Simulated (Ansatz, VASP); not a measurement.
One calculation of Fe, two programs

INCAR

```
SYSTEM = Fe
PREC = Accurate
ENCUT = 600
EDIFF = 1E-6
ISMEAR = -1
SIGMA = 0.15
LREAL = .FALSE.
LASPH = .TRUE.
NELM = 200
ALGO = Normal
ISIF = 2
LWAVE = .FALSE.
LCHARG = .FALSE.
ISPIN = 2
MAGMOM = 2.5 2.5
LORBIT = 11
LMAXMIX = 4
GGA = PE
NBANDS = 19
GGA_COMPAT = .FALSE.
```

File KPOINTS:

```
Automatic mesh
0
G
  4 4 4
  0 0 0
```

Contents of POSCAR:

```
Fe
1.0
    2.8200000000      0.0000000000      0.0000000000
    0.0000000000      2.8200000000      0.0000000000
    0.0000000000      0.0000000000      2.8200000000
Fe
2
Direct
    0.0000000000      0.0000000000      0.0000000000
    0.4497632931      0.4497632931      0.4497632931
```

Input for Ansatz:

```yaml
crystal:
  atoms:
  - position: [0.0, 0.0, 0.0]
    spin: 2.5
    symbol: Fe
  - position: [0.4497632930994747, 0.4497632930994747, 0.4497632930994747]
    spin: 2.5
    symbol: Fe
  lattice:
  - [2.82, 0.0, 0.0]
  - [0.0, 2.82, 0.0]
  - [0.0, 0.0, 2.82]
hamiltonian:
  dispersion: none
  pseudopotentials:
    kind: all_electron
    lapw:
      basis_error: 0.025 meV
      muffin_tin_radii: {Fe: 1.0584}
    relativity: scalar
  xc: pbe
kpoints:
  mp_grid:
    grid: [4, 4, 4]
    shift: [0, 0, 0]
magnetization: {spin_polarized: true}
output: {forces: true, stress: true}
scf:
  convergence: {dr2_threshold: 1e-10 eV}
  lower_state_search: 'off'
  max_iter: 200
  occupations: {method: fermi_dirac, width: 0.15}
```

Alike in both runs: task single point; functional PBE; k mesh 4 × 4 × 4; occupations fermi-dirac, width 0.15 eV; collinear spin.

```csv
,VASP,Ansatz
version,VASP 6.6.1,Ansatz 0.2 development build
potentials or method,"VASP PAW PBE potentials, release 64 (Fe), cutoff 600 eV","all-electron full-potential LAPW, scalar-relativistic"
```

|  | VASP | Ansatz | Ansatz less VASP |
| --- | --- | --- | --- |
| pressure (GPa) | 4.4 | 4.5 | +0.10 |
| traceless stress, the component that is largest in VASP (GPa) | 2.12 | 2.23 | +0.112 |
| rms of the force components (eV/Å) | 1.030 | 1.040 | +0.0101 |
| net moment per atom (μB) | 1.94 | 1.91 | -0.026 |
| size of the moment on the site where the two differ most (μB) | 1.93 | 1.95 | +0.017 |

Site moments also hang on the region over which each program counts them. Atom by atom the forces differ by 0.010 eV/Å (rms over components). Ansatz ran all-electron here, and VASP with PAW potentials.

The k mesh is coarse, so the values compare programs but aren't converged.
